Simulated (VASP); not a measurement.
Crystal: Ni.

```
Ni
1.0
     0.00000    1.76194    1.76194
     1.76194    0.00000    1.76194
     1.76194    1.76194    0.00000
Ni
1
Direct
  0.00000 0.00000 0.00000
```

- Program: VASP 6.6.1
- Task: relaxation of cell and atoms
- Functional: r2SCAN
- Potentials or basis: VASP PAW PBE potentials, release 64 (Ni)
- Cutoff: 600 eV
- k mesh: 15 × 15 × 15
- Occupations: fermi-dirac, width 0.1 eV
- Spin: no spin polarisation

At the start: pressure -9.6 GPa; volume 10.94 Å³/atom.

Task: How do energy, volume and symmetry change on relaxing?

Result: Over 3 steps the energy falls by 16.1 meV/atom and the volume is 10.43 Å³/atom (-4.6 %); space group Fm-3m (No. 225, to 0.1 Å) before and after.

The path:
```tsv
step	energy change (eV)	largest force (eV/Å)	pressure (GPa)	volume (Å³)
1	0.0000	0.0000	-9.60	10.94
2	0.0020	0.0000	12.33	9.93
3	-0.0161	0.0000	-0.07	10.43
```

Final structure:
```xyz
1
Lattice="0.0000 1.7343 1.7343 1.7343 0.0000 1.7343 1.7343 1.7343 0.0000" Properties=species:S:1:pos:R:3 pbc="T T T"
Ni    0.0000    0.0000    0.0000
```

Caveat: the PAW data sets were made with another functional, which shifts forces and pressure a little; the run has no spin polarisation, though such a crystal can be magnetic.
